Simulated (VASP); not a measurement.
# BaTiO3 (Pm-3m) in VASP: single point with PBE

Aim: the single point of BaTiO3 with PBE.

Everything below comes from runs of VASP 6.6.1. Logs are shortened: lines on timing, memory, paths and dates and some standing lists are left out, and cuts for length are marked.

### Step 1. The cell of the first run

The structure is cubic, space group Pm-3m (No. 221). Conventional cell: a = 4.060 Å, b = 4.060 Å, c = 4.060 Å, α = 90.00°, β = 90.00°, γ = 90.00°. Ba (site symmetry m-3m) has 12 O at 2.87 Å and 8 Ti at 3.52 Å within 3.8 Å. Ti (site symmetry m-3m) has 6 O at 2.03 Å within 2.7 Å. Within 2.7 Å of O (site symmetry 4/mmm) lie 2 Ti at 2.03 Å.

### Step 2. Single point, PBE (13.39 Å³/atom)

INCAR reads:

```
  PREC = Accurate
  ENCUT = 520
  EDIFF = 1E-7
  ISMEAR = -1
  SIGMA = 0.05
  LREAL = False
  LASPH = True
  NELM = 100
  ALGO = Normal
  ISIF = 2
  LWAVE = False
  LCHARG = False
  GGA = PE
  NBANDS = 28
```

KPOINTS reads:

```
regular mesh
0
Gamma
  8 8 8
```

POSCAR reads:

```
BaTiO3
1.0
    4.0600336789      0.0000000000      0.0000000000
    0.0000000000      4.0600336789      0.0000000000
    0.0000000000      0.0000000000      4.0600336789
Ba Ti O
1 1 3
Direct
    0.5000000000      0.5000000000      0.5000000000
    0.0000000000      0.0000000000      0.0000000000
    0.5000000000      0.0000000000      0.0000000000
    0.0000000000      0.5000000000      0.0000000000
    0.0000000000      0.0000000000      0.5000000000
```

Potentials or basis: VASP PAW PBE potentials, release 64 (Ba_sv, Ti_sv, O).

The run is started by

```
$ cat potpaw_PBE.64/Ba_sv/POTCAR potpaw_PBE.64/Ti_sv/POTCAR potpaw_PBE.64/O/POTCAR > POTCAR
$ mpirun -np 1 vasp_std > vasp.out
```

OUTCAR:

```text
PREC = Accurate
   ENCUT = 520
   EDIFF = 1E-7
   ISMEAR = -1
   LREAL = False
   LASPH = True
   NELM = 100
   ISIF = 2
   GGA = PE

 ion  position               nearest neighbor table
   1  0.500  0.500  0.500-   3 2.87   4 2.87   5 2.87   3 2.87   4 2.87   3 2.87   5 2.87   3 2.87
                             4 2.87   5 2.87   4 2.87   5 2.87   2 3.52   2 3.52   2 3.52   2 3.52
   2  0.000  0.000  0.000-   3 2.03   4 2.03   5 2.03   5 2.03   4 2.03   3 2.03   1 3.52   1 3.52
                             1 3.52   1 3.52   1 3.52   1 3.52   1 3.52   1 3.52
   3  0.500  0.000  0.000-   2 2.03   2 2.03   1 2.87   1 2.87   1 2.87   1 2.87
   4  0.000  0.500  0.000-   2 2.03   2 2.03   1 2.87   1 2.87   1 2.87   1 2.87
   5  0.000  0.000  0.500-   2 2.03   2 2.03   1 2.87   1 2.87   1 2.87   1 2.87

  LATTYP: Found a simple cubic cell.
 ALAT       =     4.0600336789

  Lattice vectors:

 A1 = (   4.0600336789,   0.0000000000,   0.0000000000)
 A2 = (   0.0000000000,   4.0600336789,   0.0000000000)
 A3 = (   0.0000000000,   0.0000000000,   4.0600336789)

Analysis of symmetry for initial positions (statically):
=====================================================================
 Subroutine PRICEL returns:
 Original cell was already a primitive cell.

 Routine SETGRP: Setting up the symmetry group for a
 simple cubic supercell.

 Subroutine GETGRP returns: Found 48 space group operations
 (whereof 48 operations were pure point group operations)
 out of a pool of 48 trial point group operations.

The static configuration has the point symmetry O_h .

Analysis of symmetry for dynamics (positions and initial velocities):
=====================================================================
 Subroutine PRICEL returns:
 Original cell was already a primitive cell.

 Routine SETGRP: Setting up the symmetry group for a
 simple cubic supercell.

 Subroutine GETGRP returns: Found 48 space group operations
 (whereof 48 operations were pure point group operations)
 out of a pool of 48 trial point group operations.

The dynamic configuration has the point symmetry O_h .

 Subroutine INISYM returns: Found 48 space group operations
 (whereof 48 operations are pure point group operations),
 and found     1 'primitive' translations

----------------------------------------------------------------------------------------

                                     Primitive cell

[... 96 lines left out ...]
   EDIFF  = 0.1E-06   stopping-criterion for ELM
   LREAL  =      F    real-space projection
   EDIFFG = 0.1E-05   stopping-criterion for IOM
   NSW    =      0    number of steps for IOM
   IBRION =     -1    ionic relax: 0-MD 1-quasi-New 2-CG
   NFREE  =      0    steps in history (QN), initial steepest desc. (CG)
   ISIF   =      2    stress and relaxation
   ISYM   =      2    0-nonsym 1-usesym 2-fastsym
   POTIM  = 0.5000    time-step for ionic-motion
   TEBEG  =    0.0;   TEEND  =   0.0 temperature during run
   PSTRESS=    0.0 pullay stress
   NELECT =      40.0000    total number of electrons
   NUPDOWN=      -1.0000    fix difference up-down
   EMIN   =  10.00;   EMAX   =-10.00  energy-range for DOS
   EFERMI =   0.00;   METHOD = LEGACY
   ISMEAR =    -1;   SIGMA  =   0.05  broadening in eV -4-tet -1-fermi 0-gaus
   EFERMI_NEDOS =   21; number of points for ismear=-14 and -15
   IALGO  =     38    algorithm
   IMIX   =      4    mixing-type and parameters
     AMIX     =   0.40;   BMIX     =  1.00
     AMIX_MAG =   1.60;   BMIX_MAG =  1.00
  volume/ion in A,a.u.               =      13.39        90.33
  Fermi-wavevector in a.u.,A,eV,Ry     =   1.379003  2.605938 25.873507  1.901649
  Thomas-Fermi vector in A             =   2.504012
   LORBIT       =      0    0 simple, 1 ext, 2 COOP (PROOUT), +10 PAW based schemes
   GGA     = PE    functional components
   LHFCALC =     F    Hartree Fock is set to
   AEXX    =    0.0000 exact exchange contribution
   IVDW    =     0    specifies the selected vdW correction
   LEPSILON=     F    determine dielectric tensor
   LRPA    =     F    only Hartree local field effects (RPA)
 non-spin polarized calculation
  energy-cutoff  :      520.00
  volume of cell :       66.93
 maximum number of plane-waves:      1856
   NGX = 15   NGY = 15   NGZ = 15

 number of electron      39.9999982 magnetization

 Free energy of the ion-electron system (eV)
  ---------------------------------------------------
  ext. energy  EPLUGINS =         0.00000000
  ---------------------------------------------------
  free energy    TOTEN  =       -39.97446536 eV

  energy without entropy =      -39.97446535  energy(sigma->0) =      -39.97446536

 E-fermi :   4.3547     XC(G=0): -11.0358

 val. band max:        3.5097192799   @ k =   0.5000   0.5000   0.5000
 cond. band min:       5.1679485506   @ k =   0.0000   0.0000   0.0000
 fundamental gap:      1.6582292707
 Fermi energy:         4.3547439536

 k-point     1 :       0.0000    0.0000    0.0000
  band No.  band energies     occupation
      1     -53.3058      2.00000
      2     -29.4950      2.00000
      3     -29.4950      2.00000
      4     -29.4950      2.00000
      5     -21.4100      2.00000
      6     -13.2824      2.00000
[... 733 lines left out ...]
     27      11.4809      0.00000
     28      12.2334      0.00000

 [... further k-points ...]

------------------------ aborting loop because EDIFF is reached ----------------------------------------

  FORCE on cell =-STRESS in cart. coord.  units (eV):
  Direction    XX          YY          ZZ          XY          YZ          ZX
  --------------------------------------------------------------------------------------
  -------------------------------------------------------------------------------------
  Total       -1.2897412     -1.2897412     -1.2897412      0.0000000      0.0000000      0.0000000
  in kB      -30.8762291    -30.8762291    -30.8762291      0.0000000      0.0000000      0.0000000
  external PRESSURE =     -30.8762291 kB  Pullay stress =       0.0000000 kB

 VOLUME and BASIS-vectors are now :
 -----------------------------------------------------------------------------
  energy-cutoff  :      520.00
  volume of cell :       66.93
      direct lattice vectors                 reciprocal lattice vectors
     4.060033679  0.000000000  0.000000000     0.246303376  0.000000000  0.000000000
     0.000000000  4.060033679  0.000000000     0.000000000  0.246303376  0.000000000
     0.000000000  0.000000000  4.060033679     0.000000000  0.000000000  0.246303376

 POSITION                                       TOTAL-FORCE (eV/Angst)
 -----------------------------------------------------------------------------------
      2.03002      2.03002      2.03002         0.000000      0.000000      0.000000
      0.00000      0.00000      0.00000         0.000000      0.000000      0.000000
      2.03002      0.00000      0.00000         0.000000      0.000000      0.000000
      0.00000      2.03002      0.00000         0.000000      0.000000      0.000000
      0.00000      0.00000      2.03002         0.000000      0.000000      0.000000
 -----------------------------------------------------------------------------------
    total drift:                                0.000000     -0.000000      0.000000

  FREE ENERGIE OF THE ION-ELECTRON SYSTEM (eV)
  ---------------------------------------------------
  free  energy   TOTEN  =       -39.9744653594 eV

  energy  without entropy=      -39.9744653535  energy(sigma->0) =      -39.97446536
```

stdout:

```text
POSCAR found type information on POSCAR BaTiO
 POSCAR found :  3 types and       5 ions
 scaLAPACK will be used
 LDA part: xc-table for (Slater+PW92), standard interpolation
 POSCAR, INCAR and KPOINTS ok, starting setup
 FFT: planning ... GRIDC
 FFT: planning ... GRID_SOFT
 FFT: planning ... GRID
 WAVECAR not read
 entering main loop
```

Wall time 2.1 min (1 thread of Intel Xeon 8259CL, shared host); peak memory 0.21 GiB.

Results:

* Free energy: -39.9745 eV
* Pressure: -3.1 GPa
* Band gap on the k mesh: 1.66 eV (least direct gap 1.84 eV)

Caveat: the cell stands under tension; spin-orbit coupling is left out, which moves the levels of the heavy elements.
